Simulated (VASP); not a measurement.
Runs of VASP 6.6.1 on As. The structure is that of space group Fd-3m (No. 227), or close to it. The cells are those of the table. 

```csv
task,level,cell,k mesh for the DOS,occupations for the DOS,gap on the mesh (eV),pressure (GPa)
single point,PBEsol,"a = 3.873 Å, angles 60.0°, 2 atoms",-,-,none,24.5
single point,PBEsol,"a = 3.580 Å, angles 60.0°, 2 atoms",-,-,none,(b)
single point,PBEsol,"a = 3.732 Å, angles 60.0°, 2 atoms",-,-,none,42.4
single point,PBE,"a = 3.873 Å, angles 60.0°, 2 atoms",-,-,none,(a)
single point,PBEsol,"a = 4.128 Å, angles 60.0°, 2 atoms",-,-,none,5.4
```

Alike in all rows: potentials or basis VASP PAW PBE potentials, release 64 (As); no spin polarisation; k mesh 11 × 11 × 11; cutoff (eV) 520; smearing fermi-dirac 0.08 eV.

Q: Fill in the values left out.

A: (a) 28.3; (b) 72.1.

Caveats: the PAW data sets were made with another functional, which shifts forces and pressure a little (some runs).

A k mesh can miss the band edges, and the runs leave out spin-orbit coupling on As.

A gap of «none» marks levels without a gap at the run's occupations.
